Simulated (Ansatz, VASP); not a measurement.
Two plane-wave programs on LaAg

INCAR

```
SYSTEM = LaAg
PREC     = Accurate       ! precision mode
ENCUT    = 520            ! plane-wave cutoff, eV
EDIFF    = 1E-6           ! SCF threshold, eV
ISMEAR   = 1              ! smearing method
SIGMA    = 0.1            ! smearing width, eV
LREAL    = .False.        ! projectors in reciprocal space
LASPH    = .True.         ! aspherical terms in the spheres
NELM     = 80             ! most SCF steps
ALGO     = Normal         ! electronic algorithm
ISIF     = 2              ! what is computed and relaxed
LWAVE    = .False.        ! write WAVECAR
LCHARG   = .False.        ! write CHGCAR
NBANDS   = 18             ! bands
```

Contents of KPOINTS:

```
Automatic mesh
0
Gamma
  5 5 5
  0 0 0
```

The input POSCAR:

```
LaAg
1.0
    3.7600000000      0.0000000000      0.0000000000
    0.0000000000      3.7600000000      0.0000000000
    0.0000000000      0.0000000000      3.7600000000
La Ag
1 1
Direct
    0.5000000000      0.5000000000      0.5000000000
    0.0000000000      0.0000000000      0.0000000000
```

Input for Ansatz:

```yaml
crystal:
  lattice:
    - [3.76, 0.0, 0.0]
    - [0.0, 3.76, 0.0]
    - [0.0, 0.0, 3.76]
  atoms:
    - { symbol: La, position: [0.5, 0.5, 0.5] }
    - { symbol: Ag, position: [0.0, 0.0, 0.0] }
kpoints:
  mp_grid:
    grid: [5, 5, 5]
    shift: [0.0, 0.0, 0.0]
hamiltonian:
  xc: lda
  pseudopotentials:
    kind: paw
scf:
  convergence:
    dr2_threshold: 1.0e-09
  mixing:
    algorithm: anderson
    beta: 0.6
    ndim: 4
  occupations:
    method: cold
    width: 0.1
output:
  forces: true
  stress: true
  eigenvalues: true
```

Alike in both runs: task single point; functional LDA; k mesh 5 × 5 × 5; no spin polarisation.

|  | VASP | Ansatz |
| --- | --- | --- |
| version | VASP 6.6.1 | Ansatz 0.2.0 |
| potentials or method | VASP PAW LDA potentials, release 64 (La, Ag) | plane waves, PAW |
| plane-wave cutoff (eV) | 520 | 420 |
| occupations | methfessel-paxton of order 1, width 0.1 eV | cold, width 0.1 eV |
| valence electrons in the cell | 22 | 30 |

|  | VASP | Ansatz | Ansatz less VASP |
| --- | --- | --- | --- |
| gap on the k mesh at the Fermi level (eV) | none | none | - |
| pressure (GPa) | -2.4 | -2.5 | -0.06 |

LDA's correlation is that of Perdew and Zunger in VASP and of Perdew and Wang (1992) in Ansatz. A gap of «none» marks a metal or a gap that the smearing closes. VASP's potentials hold 22 valence electrons a cell and Ansatz's 30, so a difference there can come from the potentials and not from the codes. Ansatz's warnings: stress scf threshold loose.

Neither program's run includes spin-orbit coupling.
